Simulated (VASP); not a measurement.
# BaTe (F-43m) in VASP: a series of runs

Aim: see how the results for BaTe move with the level of theory and the settings. Levels: r2SCAN, PBE, HSE06. Tasks: relaxation of cell and atoms, single point.

Everything below comes from runs of VASP 6.6.1. Logs are shortened: lines on timing, memory, paths and dates and some standing lists are left out, and cuts for length are marked.

### 1 The cell of the first run

It takes space group F-43m (No. 216, cubic). The conventional cell has a = 7.828 Å, b = 7.828 Å, c = 7.828 Å, α = 90.00°, β = 90.00°, γ = 90.00°. Ba (site symmetry -43m) has 4 Te at 3.39 Å within 4.5 Å. Within 4.5 Å of Te (site symmetry -43m) lie 4 Ba at 3.39 Å.

### 2 Relaxation of cell and atoms, r2SCAN

The input, POSCAR:

```
BaTe
1.0
    0.0000000000      3.9141586740      3.9141586740
    3.9141586740      0.0000000000      3.9141586740
    3.9141586740      3.9141586740      0.0000000000
Ba Te
1 1
Direct
    0.0000000000      0.0000000000      0.0000000000
    0.2500000000      0.2500000000      0.2500000000
```

The input, INCAR.step1:

```
SYSTEM = BaTe
PREC = Accurate ; ENCUT = 600
ISMEAR = -1 ; SIGMA = 0.02
LREAL = .False. ; LASPH = .True.
NELM = 60 ; GGA = PE
ALGO = Normal ; EDIFF = 1E-4
LWAVE = .True. ; LCHARG = .False.
```

The input, INCAR.step2:

```
SYSTEM = BaTe
PREC = Accurate ; ENCUT = 600
EDIFF = 1E-7 ; ISMEAR = -1
SIGMA = 0.02 ; LREAL = .False.
LASPH = .True. ; NELM = 60
ALGO = Normal ; ISIF = 3
LWAVE = .False. ; LCHARG = .False.
METAGGA = R2SCAN ; LMIXTAU = .True.
IBRION = 2 ; NSW = 80
EDIFFG = -0.005 ; ISTART = 1
```

The input, KPOINTS:

```
regular mesh
0
Gamma
  6 6 6
  0 0 0
```

Potentials or basis: VASP PAW PBE potentials, release 64 (Ba_sv, Te).

The run is started by

```
$ cat potpaw_PBE.64/Ba_sv/POTCAR potpaw_PBE.64/Te/POTCAR > POTCAR
$ cp INCAR.step1 INCAR
$ mpirun -np 1 vasp_std > vasp.out
$ cp INCAR.step2 INCAR
$ mpirun -np 1 vasp_std > vasp.out
```

OUTCAR:

```text
SYSTEM = BaTe
   PREC = Accurate
   ENCUT = 600
   EDIFF = 1E-7
   ISMEAR = -1
   LREAL = .False.
   LASPH = .True.
   NELM = 60
   ISIF = 3
   METAGGA = R2SCAN
   IBRION = 2
   NSW = 80
   EDIFFG = -0.005
   ISTART = 1

 ion  position               nearest neighbor table
   1  0.000  0.000  0.000-   2 3.39   2 3.39   2 3.39   2 3.39
   2  0.250  0.250  0.250-   1 3.39   1 3.39   1 3.39   1 3.39

  LATTYP: Found a face centered cubic cell.
 ALAT       =     7.8283173480

  Lattice vectors:

 A1 = (   0.0000000000,   3.9141586740,   3.9141586740)
 A2 = (   3.9141586740,   0.0000000000,   3.9141586740)
 A3 = (   3.9141586740,   3.9141586740,   0.0000000000)

Analysis of symmetry for initial positions (statically):
=====================================================================
 Subroutine PRICEL returns:
 Original cell was already a primitive cell.

 Routine SETGRP: Setting up the symmetry group for a
 face centered cubic supercell.

 Subroutine GETGRP returns: Found 24 space group operations
 (whereof 24 operations were pure point group operations)
 out of a pool of 48 trial point group operations.

The static configuration has the point symmetry T_d .

Analysis of symmetry for dynamics (positions and initial velocities):
=====================================================================
 Subroutine PRICEL returns:
 Original cell was already a primitive cell.

 Routine SETGRP: Setting up the symmetry group for a
 face centered cubic supercell.

 Subroutine GETGRP returns: Found 24 space group operations
 (whereof 24 operations were pure point group operations)
 out of a pool of 48 trial point group operations.

The dynamic configuration has the point symmetry T_d .

 Subroutine INISYM returns: Found 24 space group operations
 (whereof 24 operations are pure point group operations),
 and found     1 'primitive' translations

----------------------------------------------------------------------------------------

                                     Primitive cell

  volume of cell :     119.9348

  direct lattice vectors                    reciprocal lattice vectors
     0.000000000  3.914158674  3.914158674    -0.127741372  0.127741372  0.127741372
     3.914158674  0.000000000  3.914158674     0.127741372 -0.127741372  0.127741372
     3.914158674  3.914158674  0.000000000     0.127741372  0.127741372 -0.127741372

  length of vectors
     5.535456282  5.535456282  5.535456282     0.221254547  0.221254547  0.221254547

  position of ions in fractional coordinates (direct lattice)
     0.000000000  0.000000000  0.000000000
     0.250000000  0.250000000  0.250000000

  ion indices of the primitive-cell ions
   primitive index   ion index
                 1           1
                 2           2

----------------------------------------------------------------------------------------

 KPOINTS: regular mesh

Automatic generation of k-mesh.
 Grid dimensions read from file:
 generate k-points for:    6    6    6

 Generating k-lattice:

  Cartesian coordinates                     Fractional coordinates (reciprocal lattice)
    -0.021290229  0.021290229  0.021290229     0.166666667  0.000000000  0.000000000
     0.021290229 -0.021290229  0.021290229     0.000000000  0.166666667  0.000000000
     0.021290229  0.021290229 -0.021290229     0.000000000  0.000000000  0.166666667

  Length of vectors
     0.036875758  0.036875758  0.036875758

  Shift w.r.t. Gamma in fractional coordinates (k-lattice)
     0.000000000  0.000000000  0.000000000

 Subroutine IBZKPT returns following result:
 ===========================================

 Found     16 irreducible k-points:

 Following reciprocal coordinates:
            Coordinates               Weight
  0.000000  0.000000  0.000000      1.000000
  0.166667  0.000000  0.000000      8.000000
  0.333333  0.000000  0.000000      8.000000
  0.500000  0.000000  0.000000      4.000000
  0.166667  0.166667  0.000000      6.000000
  0.333333  0.166667  0.000000     24.000000
[... 8 lines left out ...]
 -0.333333  0.333333  0.166667     24.000000
 -0.333333  0.500000  0.166667     12.000000
   k-points           NKPTS =     16   k-points in BZ     NKDIM =     16   number of bands    NBANDS=     12
   number of dos      NEDOS =    301   number of ions     NIONS =      2
   total plane-waves  NPLWV = 110592
   dimension x,y,z NGX =    48 NGY =   48 NGZ =   48
   dimension x,y,z NGXF=    96 NGYF=   96 NGZF=   96
   ions per type =               1   1
   NGX,Y,Z   is equivalent  to a cutoff of  14.42, 14.42, 14.42 a.u.
   NGXF,Y,Z  is equivalent  to a cutoff of  28.83, 28.83, 28.83 a.u.
 SYSTEM =  BaTe
   PREC   = accura    normal or accurate (medium, high low for compatibility)
   ISTART =      1    job   : 0-new  1-cont  2-samecut
   ICHARG =      0    charge: 1-file 2-atom 10-const
   ISPIN  =      1    spin polarized calculation?
   LNONCOLLINEAR =      F non collinear calculations
   LSORBIT =      F    spin-orbit coupling
   LASPH  =      T    aspherical Exc in radial PAW
   ENCUT  =  600.0 eV  44.10 Ry    6.64 a.u.  11.06 11.06 11.06*2*pi/ulx,y,z
   NELM   =     60;   NELMIN=  2; NELMDL=  0     # of ELM steps
   EDIFF  = 0.1E-06   stopping-criterion for ELM
   LREAL  =      F    real-space projection
   EDIFFG = -.5E-02   stopping-criterion for IOM
   NSW    =     80    number of steps for IOM
   IBRION =      2    ionic relax: 0-MD 1-quasi-New 2-CG
   NFREE  =      1    steps in history (QN), initial steepest desc. (CG)
   ISIF   =      3    stress and relaxation
   ISYM   =      2    0-nonsym 1-usesym 2-fastsym
   POTIM  = 0.5000    time-step for ionic-motion
   TEBEG  =    0.0;   TEEND  =   0.0 temperature during run
   PSTRESS=    0.0 pullay stress
   NELECT =      16.0000    total number of electrons
   NUPDOWN=      -1.0000    fix difference up-down
   EMIN   =  10.00;   EMAX   =-10.00  energy-range for DOS
   EFERMI =   0.00;   METHOD = LEGACY
   ISMEAR =    -1;   SIGMA  =   0.02  broadening in eV -4-tet -1-fermi 0-gaus
   EFERMI_NEDOS =   21; number of points for ismear=-14 and -15
   IALGO  =     38    algorithm
   IMIX   =      4    mixing-type and parameters
     AMIX     =   0.40;   BMIX     =  1.00
     AMIX_MAG =   1.60;   BMIX_MAG =  1.00
  volume/ion in A,a.u.               =      59.97       404.68
  Fermi-wavevector in a.u.,A,eV,Ry     =   0.836501  1.580757  9.520455  0.699734
  Thomas-Fermi vector in A             =   1.950236
   LORBIT       =      0    0 simple, 1 ext, 2 COOP (PROOUT), +10 PAW based schemes
   METAGGA = R2SCAN    functional components
   LHFCALC =     F    Hartree Fock is set to
   AEXX    =    0.0000 exact exchange contribution
   IVDW    =     0    specifies the selected vdW correction
   LEPSILON=     F    determine dielectric tensor
   LRPA    =     F    only Hartree local field effects (RPA)
 conjugate gradient relaxation of ions
 non-spin polarized calculation
  energy-cutoff  :      600.00
  volume of cell :      119.93
 maximum number of plane-waves:      4022
 NGX is ok and might be reduce to    48
   NGX = 23   NGY = 23   NGZ = 23

--------------------------------------- Ionic step        1  -------------------------------------------

 number of electron      16.0000000 magnetization

 Free energy of the ion-electron system (eV)
  ---------------------------------------------------
  ext. energy  EPLUGINS =         0.00000000
  ---------------------------------------------------
  free energy    TOTEN  =       -55.37598858 eV

  energy without entropy =      -55.37598858  energy(sigma->0) =      -55.37598858

------------------------ aborting loop because EDIFF is reached ----------------------------------------

  FORCE on cell =-STRESS in cart. coord.  units (eV):
  Direction    XX          YY          ZZ          XY          YZ          ZX
  --------------------------------------------------------------------------------------
  -------------------------------------------------------------------------------------
  Total        0.1305704      0.1305704      0.1305704      0.0000000     -0.0000000      0.0000000
  in kB        1.7442557      1.7442557      1.7442557      0.0000000     -0.0000000      0.0000000
  external PRESSURE =       1.7442557 kB  Pullay stress =       0.0000000 kB

 VOLUME and BASIS-vectors are now :
 -----------------------------------------------------------------------------
  energy-cutoff  :      600.00
  volume of cell :      119.93
      direct lattice vectors                 reciprocal lattice vectors
     0.000000000  3.914158674  3.914158674    -0.127741372  0.127741372  0.127741372
     3.914158674  0.000000000  3.914158674     0.127741372 -0.127741372  0.127741372
     3.914158674  3.914158674  0.000000000     0.127741372  0.127741372 -0.127741372
[... 37 lines left out ...]
 POSITION                                       TOTAL-FORCE (eV/Angst)
 -----------------------------------------------------------------------------------
      0.00000      0.00000      0.00000        -0.000000     -0.000000     -0.000000
      1.96324      1.96324      1.96324         0.000000      0.000000      0.000000
 -----------------------------------------------------------------------------------
    total drift:                               -0.000000     -0.000000     -0.000000

  FREE ENERGIE OF THE ION-ELECTRON SYSTEM (eV)
  ---------------------------------------------------
  free  energy   TOTEN  =       -55.3765467254 eV

  energy  without entropy=      -55.3765467254  energy(sigma->0) =      -55.37654673

--------------------------------------- Ionic step        3  -------------------------------------------

 number of electron      16.0000000 magnetization

 Free energy of the ion-electron system (eV)
  ---------------------------------------------------
  ext. energy  EPLUGINS =         0.00000000
  ---------------------------------------------------
  free energy    TOTEN  =       -55.37654837 eV

  energy without entropy =      -55.37654837  energy(sigma->0) =      -55.37654837

 E-fermi :   0.2147     XC(G=0):  -7.0228

 val. band max:       -0.2451088039   @ k =  -0.3333   0.5000   0.1667
 cond. band min:       2.6906104282   @ k =   0.0000   0.0000   0.0000
 fundamental gap:      2.9357192321
 Fermi energy:         0.2147384857

 k-point     1 :       0.0000    0.0000    0.0000
  band No.  band energies     occupation
      1     -27.9544      2.00000
      2     -12.7154      2.00000
      3     -12.7154      2.00000
      4     -12.7154      2.00000
      5      -9.2285      2.00000
      6      -0.6609      2.00000
      7      -0.6609      2.00000
      8      -0.6609      2.00000
      9       2.6906      0.00000
     10       4.3422      0.00000
     11       4.3422      0.00000
     12       6.2821      0.00000

 k-point     2 :       0.1667    0.0000    0.0000
  band No.  band energies     occupation
      1     -27.9535      2.00000
      2     -12.7607      2.00000
      3     -12.7191      2.00000
      4     -12.7191      2.00000
      5      -9.1566      2.00000
      6      -0.7886      2.00000
      7      -0.6129      2.00000
      8      -0.6129      2.00000
      9       3.2154      0.00000
     10       4.2132      0.00000
     11       4.2132      0.00000
     12       5.9815      0.00000
[... 230 lines left out ...]
 POSITION                                       TOTAL-FORCE (eV/Angst)
 -----------------------------------------------------------------------------------
      0.00000      0.00000      0.00000         0.000000      0.000000      0.000000
      1.96275      1.96275      1.96275        -0.000000     -0.000000     -0.000000
 -----------------------------------------------------------------------------------
    total drift:                               -0.000000     -0.000000     -0.000000

  FREE ENERGIE OF THE ION-ELECTRON SYSTEM (eV)
  ---------------------------------------------------
  free  energy   TOTEN  =       -55.3765483734 eV

  energy  without entropy=      -55.3765483734  energy(sigma->0) =      -55.37654837

 reached required accuracy - stopping structural energy minimisation
```

Run time: 2.7 min. Hardware: 1 thread of Intel Xeon 6975P-C (Granite Rapids), shared host; peak memory 0.36 GiB.

What came out:

```
Free energy                           : -55.3765 eV
Relaxed volume                        : 60.49 Å³/atom
Relaxed cell                          : a = 5.551 Å, b = 5.551 Å, c = 5.551 Å, α = 60.00°, β = 60.00°, γ = 60.00°
Space group after relaxing (to 0.1 Å) : F-43m (No. 216)
Energy gained by relaxing             : 0.3 meV/atom
Ionic steps                           : 3
Pressure after relaxing               : 0.0 GPa
Band gap on the k mesh                : 2.94 eV (least direct gap 3.19 eV)
```

Step by step:
```
step  energy change (eV)  largest force (eV/Å)  pressure (GPa)  volume (Å³)
   1              0.0000                0.0000            0.17       119.93
   2             -0.0006                0.0000           -0.01       121.07
   3             -0.0006                0.0000            0.00       120.98
```

Final structure:
```
Ba Te
1.0
     0.00000    3.92550    3.92550
     3.92550    0.00000    3.92550
     3.92550    3.92550    0.00000
Ba Te
1 1
Direct
  0.00000 0.00000 0.00000
  0.25000 0.25000 0.25000
```

Caveat: the structure was generated, so it needn't be the stable form of BaTe; the PAW data sets were made with another functional, which shifts forces and pressure a little; spin-orbit coupling is left out, which moves the levels of the heavy elements.

### 3 Single point, PBE, non-collinear spin, zero start, spin-orbit coupling

The input, INCAR:

```
PREC     = Accurate       # precision mode
ENCUT    = 520            # plane-wave cutoff, eV
EDIFF    = 1E-6           # SCF threshold, eV
ISMEAR   = 0              # smearing method
SIGMA    = 0.01           # smearing width, eV
LREAL    = False          # projectors in reciprocal space
LASPH    = True           # aspherical terms in the spheres
NELM     = 150            # most SCF steps
ALGO     = Normal         # electronic algorithm
ISIF     = 2              # what is computed and relaxed
LWAVE    = False          # write WAVECAR
LCHARG   = False          # write CHGCAR
MAGMOM   = 0 0 0 0 0 0    # initial moments
LORBIT   = 11             # projections on sites
LSORBIT  = True           # spin-orbit coupling
GGA_COMPAT= False        
LORBMOM  = True         
GGA      = PE             # functional
NBANDS   = 28             # bands
```

The input, KPOINTS:

```
Automatic mesh
0
Gamma
  6 6 6
```

POSCAR is that of step 2.

Potentials or basis: VASP PAW PBE potentials, release 64 (Ba_sv, Te).

The run is started by

```
$ cat potpaw_PBE.64/Ba_sv/POTCAR potpaw_PBE.64/Te/POTCAR > POTCAR
$ mpirun -np 1 vasp_ncl > vasp.out
```

It took 2.3 min on 1 thread of Intel Xeon 6975P-C (Granite Rapids), shared host; peak memory 0.6 GiB.

Results (log left out):

- Free energy: -8.3827 eV
- Pressure: 0.2 GPa
- Net moment: 0.00 μB per cell
- Valence electrons inside the program's atomic spheres: Ba 7.88; Te 3.47

Moments on the atoms (μB; x, y, z):
```
Ba  0.00 0.00 0.00
Te  0.00 0.00 0.00
```

Caveat: the structure was generated, so it needn't be the stable form of BaTe.

(Part 1 of 2 ends here.)
